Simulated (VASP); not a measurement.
A run of VASP 6.6.1 is set up as follows.

The input INCAR:

```
  PREC = Accurate
  ENCUT = 520
  EDIFF = 1E-7
  ISMEAR = -1
  SIGMA = 0.13605693000000002
  LREAL = F
  LASPH = T
  NELM = 60
  ALGO = Normal
  ISIF = 2
  LWAVE = F
  LCHARG = F
  NBANDS = 10
```

File KPOINTS:

```
Automatic mesh
0
Gamma
  17 17 17
```

Contents of POSCAR:

```
Co
1.0
    0.0000000000      1.6899639361      1.6899639361
    1.6899639361      0.0000000000      1.6899639361
    1.6899639361      1.6899639361      0.0000000000
Co
1
Direct
    0.0000000000      0.0000000000      0.0000000000
```

Potentials or basis: VASP PAW LDA potentials, release 64 (Co).

The run is started by

```bash
$ cat potpaw_LDA.64/Co/POTCAR > POTCAR
$ mpirun -np 1 vasp_std > vasp.out
```

Q: What does it give for the pressure?

A: -1.3 GPa.

Caveat: the run has no spin polarisation, though such a crystal can be magnetic. Spin polarisation is off, so any magnetic state and its effect on volume and gap are missing.
